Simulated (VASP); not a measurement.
# WAu (F-43m) in VASP: a series of runs, part 2 of 2

VASP 6.6.1.

### 4 Single point, PBE

This run uses another cell than the first one, of 20.75 Å³/atom, 0.843 times its volume.

Contents of INCAR:

```
  PREC = Accurate
  ENCUT = 520
  EDIFF = 1E-6
  ISMEAR = 0
  SIGMA = 0.1
  LREAL = False
  LASPH = True
  NELM = 100
  ALGO = Normal
  ISIF = 2
  LWAVE = False
  LCHARG = False
  GGA = PE
  NBANDS = 20
```

Contents of KPOINTS:

```
regular mesh
0
Gamma
  6 6 6
```

Contents of POSCAR:

```
WAu
1.0
    0.0000000000      2.7479792600      2.7479792600
    2.7479792600      0.0000000000      2.7479792600
    2.7479792600      2.7479792600      0.0000000000
W Au
1 1
Direct
    0.0000000000      0.0000000000      0.0000000000
    0.7500000000      0.7500000000      0.7500000000
```

Potentials or basis: VASP PAW PBE potentials, release 64 (W_sv, Au).

Command:

```bash
$ cat potpaw_PBE.64/W_sv/POTCAR potpaw_PBE.64/Au/POTCAR > POTCAR
$ mpirun -np 1 vasp_std > vasp.out
```

OUTCAR:

```text
PREC = Accurate
   ENCUT = 520
   EDIFF = 1E-6
   ISMEAR = 0
   LREAL = False
   LASPH = True
   NELM = 100
   ISIF = 2
   GGA = PE

 ion  position               nearest neighbor table
   1  0.000  0.000  0.000-   2 2.38   2 2.38   2 2.38   2 2.38
   2  0.750  0.750  0.750-   1 2.38   1 2.38   1 2.38   1 2.38

  LATTYP: Found a face centered cubic cell.
 ALAT       =     5.4959585200

  Lattice vectors:

 A1 = (   0.0000000000,   2.7479792600,   2.7479792600)
 A2 = (   2.7479792600,   0.0000000000,   2.7479792600)
 A3 = (   2.7479792600,   2.7479792600,   0.0000000000)

Analysis of symmetry for initial positions (statically):
=====================================================================
 Subroutine PRICEL returns:
 Original cell was already a primitive cell.

 Routine SETGRP: Setting up the symmetry group for a
 face centered cubic supercell.

 Subroutine GETGRP returns: Found 24 space group operations
 (whereof 24 operations were pure point group operations)
 out of a pool of 48 trial point group operations.

The static configuration has the point symmetry T_d .

Analysis of symmetry for dynamics (positions and initial velocities):
=====================================================================
 Subroutine PRICEL returns:
 Original cell was already a primitive cell.

 Routine SETGRP: Setting up the symmetry group for a
 face centered cubic supercell.

 Subroutine GETGRP returns: Found 24 space group operations
 (whereof 24 operations were pure point group operations)
 out of a pool of 48 trial point group operations.

The dynamic configuration has the point symmetry T_d .

 Subroutine INISYM returns: Found 24 space group operations
 (whereof 24 operations are pure point group operations),
 and found     1 'primitive' translations

----------------------------------------------------------------------------------------

                                     Primitive cell

  volume of cell :      41.5021

  direct lattice vectors                    reciprocal lattice vectors
     0.000000000  2.747979260  2.747979260    -0.181951883  0.181951883  0.181951883
     2.747979260  0.000000000  2.747979260     0.181951883 -0.181951883  0.181951883
     2.747979260  2.747979260  0.000000000     0.181951883  0.181951883 -0.181951883

  length of vectors
     3.886229539  3.886229539  3.886229539     0.315149905  0.315149905  0.315149905

  position of ions in fractional coordinates (direct lattice)
     0.000000000  0.000000000  0.000000000
     0.750000000  0.750000000  0.750000000

  ion indices of the primitive-cell ions
   primitive index   ion index
                 1           1
                 2           2

----------------------------------------------------------------------------------------

 KPOINTS: regular mesh

Automatic generation of k-mesh.
 Grid dimensions read from file:
 generate k-points for:    6    6    6

 Generating k-lattice:

  Cartesian coordinates                     Fractional coordinates (reciprocal lattice)
    -0.030325314  0.030325314  0.030325314     0.166666667  0.000000000  0.000000000
     0.030325314 -0.030325314  0.030325314     0.000000000  0.166666667  0.000000000
     0.030325314  0.030325314 -0.030325314     0.000000000  0.000000000  0.166666667

  Length of vectors
     0.052524984  0.052524984  0.052524984

  Shift w.r.t. Gamma in fractional coordinates (k-lattice)
     0.000000000  0.000000000  0.000000000

 Subroutine IBZKPT returns following result:
 ===========================================

 Found     16 irreducible k-points:

 Following reciprocal coordinates:
            Coordinates               Weight
  0.000000  0.000000  0.000000      1.000000
  0.166667  0.000000  0.000000      8.000000
  0.333333  0.000000  0.000000      8.000000
  0.500000  0.000000  0.000000      4.000000
  0.166667  0.166667  0.000000      6.000000
  0.333333  0.166667  0.000000     24.000000
[... 8 lines left out ...]
 -0.333333  0.333333  0.166667     24.000000
 -0.333333  0.500000  0.166667     12.000000
   k-points           NKPTS =     16   k-points in BZ     NKDIM =     16   number of bands    NBANDS=     20
   number of dos      NEDOS =    301   number of ions     NIONS =      2
   total plane-waves  NPLWV =  27000
   dimension x,y,z NGX =    30 NGY =   30 NGZ =   30
   dimension x,y,z NGXF=    60 NGYF=   60 NGZF=   60
   ions per type =               1   1
   NGX,Y,Z   is equivalent  to a cutoff of  12.83, 12.83, 12.83 a.u.
   NGXF,Y,Z  is equivalent  to a cutoff of  25.67, 25.67, 25.67 a.u.
 SYSTEM =  unknown system
   PREC   = accura    normal or accurate (medium, high low for compatibility)
   ISTART =      0    job   : 0-new  1-cont  2-samecut
   ICHARG =      2    charge: 1-file 2-atom 10-const
   ISPIN  =      1    spin polarized calculation?
   LNONCOLLINEAR =      F non collinear calculations
   LSORBIT =      F    spin-orbit coupling
   LASPH  =      T    aspherical Exc in radial PAW
   ENCUT  =  520.0 eV  38.22 Ry    6.18 a.u.   7.23  7.23  7.23*2*pi/ulx,y,z
   NELM   =    100;   NELMIN=  2; NELMDL= -5     # of ELM steps
   EDIFF  = 0.1E-05   stopping-criterion for ELM
   LREAL  =      F    real-space projection
   EDIFFG = 0.1E-04   stopping-criterion for IOM
   NSW    =      0    number of steps for IOM
   IBRION =     -1    ionic relax: 0-MD 1-quasi-New 2-CG
   NFREE  =      0    steps in history (QN), initial steepest desc. (CG)
   ISIF   =      2    stress and relaxation
   ISYM   =      2    0-nonsym 1-usesym 2-fastsym
   POTIM  = 0.5000    time-step for ionic-motion
   TEBEG  =    0.0;   TEEND  =   0.0 temperature during run
   PSTRESS=    0.0 pullay stress
   NELECT =      25.0000    total number of electrons
   NUPDOWN=      -1.0000    fix difference up-down
   EMIN   =  10.00;   EMAX   =-10.00  energy-range for DOS
   EFERMI =   0.00;   METHOD = LEGACY
   ISMEAR =     0;   SIGMA  =   0.10  broadening in eV -4-tet -1-fermi 0-gaus
   EFERMI_NEDOS =   21; number of points for ismear=-14 and -15
   IALGO  =     38    algorithm
   IMIX   =      4    mixing-type and parameters
     AMIX     =   0.40;   BMIX     =  1.00
     AMIX_MAG =   1.60;   BMIX_MAG =  1.00
  volume/ion in A,a.u.               =      20.75       140.04
  Fermi-wavevector in a.u.,A,eV,Ry     =   1.382605  2.612744 26.008842  1.911596
  Thomas-Fermi vector in A             =   2.507280
   LORBIT       =      0    0 simple, 1 ext, 2 COOP (PROOUT), +10 PAW based schemes
   GGA     = PE    functional components
   LHFCALC =     F    Hartree Fock is set to
   AEXX    =    0.0000 exact exchange contribution
   IVDW    =     0    specifies the selected vdW correction
   LEPSILON=     F    determine dielectric tensor
   LRPA    =     F    only Hartree local field effects (RPA)
 non-spin polarized calculation
 Gauss-broadening in eV      SIGMA  =   0.10
  energy-cutoff  :      520.00
  volume of cell :       41.50
 maximum number of plane-waves:      1139
 NGX is ok and might be reduce to    30
   NGX = 15   NGY = 15   NGZ = 15

 number of electron      25.0000000 magnetization

 Free energy of the ion-electron system (eV)
  ---------------------------------------------------
  ext. energy  EPLUGINS =         0.00000000
  ---------------------------------------------------
  free energy    TOTEN  =       -11.64703772 eV

  energy without entropy =      -11.63522456  energy(sigma->0) =      -11.64113114

 E-fermi :   7.6532     XC(G=0): -11.5434

 val. band max:        7.4456750437   @ k =   0.3333   0.1667   0.0000
 cond. band min:       7.6622328497   @ k =   0.5000   0.3333   0.1667
 fundamental gap:      0.2165578060
 Fermi energy:         7.6532031452

 k-point     1 :       0.0000    0.0000    0.0000
  band No.  band energies     occupation
      1     -66.4570      2.00000
      2     -30.7622      2.00000
      3     -30.7622      2.00000
      4     -30.7622      2.00000
      5      -0.8960      2.00000
      6       0.9346      2.00000
[... 12 lines left out ...]
     19      19.3832      0.00000
     20      19.4512      0.00000
[... 323 lines left out ...]
 k-point    16 :      -0.3333    0.5000    0.1667
  band No.  band energies     occupation
      1     -66.4530      2.00000
      2     -30.7918      2.00000
      3     -30.7633      2.00000
      4     -30.7552      2.00000
      5       0.3760      2.00000
      6       0.4603      2.00000
[... 12 lines left out ...]
     19      19.9077      0.00000
     20      20.2815      0.00000

------------------------ aborting loop because EDIFF is reached ----------------------------------------

  FORCE on cell =-STRESS in cart. coord.  units (eV):
  Direction    XX          YY          ZZ          XY          YZ          ZX
  --------------------------------------------------------------------------------------
  -------------------------------------------------------------------------------------
  Total        8.5893924      8.5893924      8.5893924      0.0000000      0.0000000     -0.0000000
  in kB      331.5909559    331.5909559    331.5909559      0.0000000      0.0000000     -0.0000000
  external PRESSURE =     331.5909559 kB  Pullay stress =       0.0000000 kB

 VOLUME and BASIS-vectors are now :
 -----------------------------------------------------------------------------
  energy-cutoff  :      520.00
  volume of cell :       41.50
      direct lattice vectors                 reciprocal lattice vectors
     0.000000000  2.747979260  2.747979260    -0.181951883  0.181951883  0.181951883
     2.747979260  0.000000000  2.747979260     0.181951883 -0.181951883  0.181951883
     2.747979260  2.747979260  0.000000000     0.181951883  0.181951883 -0.181951883

 POSITION                                       TOTAL-FORCE (eV/Angst)
 -----------------------------------------------------------------------------------
      0.00000      0.00000      0.00000        -0.000000     -0.000000     -0.000000
      4.12197      4.12197      4.12197         0.000000      0.000000      0.000000
 -----------------------------------------------------------------------------------
    total drift:                                0.000001      0.000001      0.000001

  FREE ENERGIE OF THE ION-ELECTRON SYSTEM (eV)
  ---------------------------------------------------
  free  energy   TOTEN  =       -11.6470377171 eV

  energy  without entropy=      -11.6352245561  energy(sigma->0) =      -11.64113114
```

OSZICAR:

```text
N       E                     dE             d eps       ncg     rms          rms(c)
DAV:   1     0.195152055080E+03    0.19515E+03   -0.13041E+04   640   0.128E+03
DAV:   2    -0.712934537273E+01   -0.20228E+03   -0.19578E+03   708   0.353E+02
DAV:   3    -0.128583283636E+02   -0.57290E+01   -0.56780E+01   716   0.583E+01
DAV:   4    -0.129145837066E+02   -0.56255E-01   -0.56118E-01   740   0.595E+00
DAV:   5    -0.129154690120E+02   -0.88531E-03   -0.88530E-03   696   0.763E-01    0.198E+01
DAV:   6    -0.118569512899E+02    0.10585E+01   -0.28619E+00   684   0.142E+01    0.100E+01
DAV:   7    -0.116966636710E+02    0.16029E+00   -0.60583E-01   688   0.662E+00    0.325E+00
DAV:   8    -0.116522368064E+02    0.44427E-01   -0.82520E-02   668   0.260E+00    0.120E+00
DAV:   9    -0.116470471406E+02    0.51897E-02   -0.82183E-03   680   0.755E-01    0.104E-01
DAV:  10    -0.116470249346E+02    0.22206E-04   -0.34553E-04   688   0.168E-01    0.527E-02
DAV:  11    -0.116470380333E+02   -0.13099E-04   -0.20956E-05   716   0.375E-02    0.772E-03
DAV:  12    -0.116470377171E+02    0.31618E-06   -0.38347E-07   416   0.564E-03
   1 F= -.11647038E+02 E0= -.11641131E+02  d E =-.118132E-01
```

It took 13 s on 1 thread of AMD EPYC 7R43 (Zen 3), shared host; peak memory 0.13 GiB.

What came out:

- Free energy: -11.6470 eV
- Pressure: 33.2 GPa

Caveat: spin-orbit coupling is left out, which moves the levels of the heavy elements.

### 5 The runs side by side

| task | cell | k mesh | cutoff (eV) | gap on the mesh (eV) | pressure (GPa) |
| --- | --- | --- | --- | --- | --- |
| single point | a = 4.114 Å, angles 60.0°, 2 atoms | 16 × 16 × 16 | 520 | none | 0.0 |
| relaxation of cell and atoms | relaxed from a = 4.114 Å, angles 60.0°, 2 atoms | 16 × 16 × 16 | 600 | none | 0.0 |
| single point | a = 3.886 Å, angles 60.0°, 2 atoms | 6 × 6 × 6 | 520 | none | 33.2 |

Alike in all rows: level PBE; potentials or basis VASP PAW PBE potentials, release 64 (W_sv, Au); no spin polarisation; smearing gaussian 0.1 eV.

Caveats: spin-orbit coupling is left out, which moves the levels of the heavy elements.

Absolute energies hang on the potentials; compare differences alone.
